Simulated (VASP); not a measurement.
Sb, 1 atom in the cell. The typed cell holds 1 atom: a = 3.520 Å, b = 3.489 Å, c = 3.551 Å, α = 126.62°, β = 127.33°, γ = 78.30°. 

| Quantity | Value |
| --- | --- |
| Program | VASP 6.6.1 |
| Task | single point |
| Functional | PBEsol |
| Potentials or basis | VASP PAW PBE potentials, release 64 (Sb) |
| Cutoff | 520 eV |
| k mesh | 16 × 16 × 19 |
| Occupations | methfessel-paxton, width 0.05 eV |
| Spin | no spin polarisation |
| Dipole correction | no |
| Further INCAR settings | ALGO = Normal; EDIFF = 1e-06; NBANDS = 8 |

Potentials or basis: VASP PAW PBE potentials, release 64 (Sb).

Run with:

```bash
$ cat potpaw_PBE.64/Sb/POTCAR > POTCAR
$ mpirun -np 1 vasp_std > vasp.out
```

Hardware: 1 thread of Intel(R) Xeon(R) Platinum 8259CL CPU @ 2.50GHz (Skylake/Cascade Lake), on a shared host.

Task: How long does it take, and how much memory?

Result: Run time: 6.4 min on 1 thread of Intel(R) Xeon(R) Platinum 8259CL CPU @ 2.50GHz (Skylake/Cascade Lake) (shared host), peak memory 0.61 GiB. Counts: scf iterations 9, k points 2434.
